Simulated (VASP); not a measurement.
Here is a VASP 6.6.1 calculation.

The input INCAR:

```
SYSTEM = PbO2
PREC = Accurate ; ENCUT = 600
EDIFF = 1E-7 ; ISMEAR = 0
SIGMA = 0.1 ; LREAL = .FALSE.
LASPH = .TRUE. ; NELM = 60
ALGO = Fast ; ISIF = 4
LWAVE = .FALSE. ; LCHARG = .FALSE.
GGA = PE ; IBRION = 2
NSW = 50 ; EDIFFG = -0.01
```

File KPOINTS:

```
Automatic mesh
0
G
  8 8 10
  0 0 0
```

The input POSCAR:

```
PbO2
1.0
    4.8844655298      0.0000000000      0.0000000000
    0.0000000000      4.8844655298      0.0000000000
    0.0000000000      0.0000000000      3.3915003681
Pb O
2 4
Direct
    0.0000000000      0.0000000000      0.0000000000
    0.5000000000      0.5000000000      0.5000000000
    0.3070660383      0.3070660383      0.0000000000
    0.1929339617      0.8070660383      0.5000000000
    0.6929339617      0.6929339617      0.0000000000
    0.8070660383      0.1929339617      0.5000000000
```

Potentials or basis: VASP PAW PBE potentials, release 64 (Pb_d, O).

The run is started by

```console
$ cat potpaw_PBE.64/Pb_d/POTCAR potpaw_PBE.64/O/POTCAR > POTCAR
$ mpirun -np 1 vasp_std > vasp.out
```

Problem. Predict the band gap on the k mesh.

Solution. 0.02 eV (least direct gap 0.08 eV).

The path:
```tsv
step	energy change (eV)	largest force (eV/Å)	pressure (GPa)	volume (Å³)
1	0.0000	0.0649	13.76	80.91
2	-0.0029	0.0192	13.51	80.91
3	-0.0032	0.0602	13.40	80.91
4	-0.0038	0.0245	13.34	80.91
5	-0.0039	0.0021	13.31	80.91
```

Caveat: the smearing spreads over this small gap; spin-orbit coupling is left out, which moves the levels of the heavy elements. A k mesh can miss the band edges.
